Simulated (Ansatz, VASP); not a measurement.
**Sn4Te: VASP beside Ansatz**

```
Sn Te
1.0
     5.82916    0.00000    0.00000
     0.00000    5.82916    0.00000
     0.00000    0.00000    5.82916
Sn Te
4 1
Cartesian
  0.0000 2.9146 2.9146
  2.9146 2.9146 0.0000
  2.9146 0.0000 2.9146
  0.0000 0.0000 0.0000
  2.9146 2.9146 2.9146
```

Change from the starting cell: species swapped into the Fe4N type (Pm-3m, No. 221).

Alike in both runs: functional PBE; k mesh 4 × 4 × 4; occupations gaussian, width 0.1 eV; no spin polarisation.

Ansatz relaxed the structure, and its values are those at the end. VASP's run is a single point on that final structure, the one shown.

|  | VASP | Ansatz |
| --- | --- | --- |
| version | VASP 6.6.1 | Ansatz 0.2.0 |
| potentials or method | VASP PAW PBE potentials, release 64 (Sn_d, Te), cutoff 520 eV | scalar-relativistic, plane waves, PAW |
| valence electrons in the cell | 62 | 72 |

|  | VASP | Ansatz | Ansatz less VASP |
| --- | --- | --- | --- |
| gap on the k mesh at the Fermi level (eV) | none | none | - |
| pressure (GPa) | 0.4 | 0.4 | +0.03 |

A gap of «none» marks a metal or a gap that the smearing closes. VASP's potentials hold 62 valence electrons a cell and Ansatz's 72, so a difference there can come from the potentials and not from the codes.

Neither program's run includes spin-orbit coupling.
